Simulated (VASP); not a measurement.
Ag, 1 atom in the cell. It takes space group Pm-3m (No. 221, cubic). The conventional cell has a = 2.786 Å, b = 2.786 Å, c = 2.786 Å, α = 90.00°, β = 90.00°, γ = 90.00°. Within 3.7 Å of Ag (site symmetry m-3m) lie 6 Ag at 2.79 Å. This isn't the form of Ag at room conditions, which is fcc.

| Property | Result |
| --- | --- |
| Program | VASP 6.6.1 |
| Task | single point |
| Functional | r2SCAN |
| Potentials or basis | VASP PAW PBE potentials, release 64 (Ag) |
| Cutoff | 520 eV |
| k mesh | 13 × 13 × 13 |
| Occupations | fermi-dirac, width 0.1 eV |
| Spin | no spin polarisation |
| Dipole correction | no |
| Further INCAR settings | ALGO = Normal; EDIFF = 1e-06; NBANDS = 12 |

Potentials or basis: VASP PAW PBE potentials, release 64 (Ag).

The run is started by

```console
$ cat potpaw_PBE.64/Ag/POTCAR > POTCAR
$ cp INCAR.step1 INCAR
$ mpirun -np 1 vasp_std > vasp.out
$ cp INCAR.step2 INCAR
$ mpirun -np 1 vasp_std > vasp.out
```

Hardware: 1 thread of Intel Xeon 8259CL, on a shared host.

**Question.** How long does it take, and how much memory?

**Answer.** It took 74 s on 1 thread of Intel Xeon 8259CL, with other jobs on the host, peak memory 0.16 GiB. Counts: k points 84.
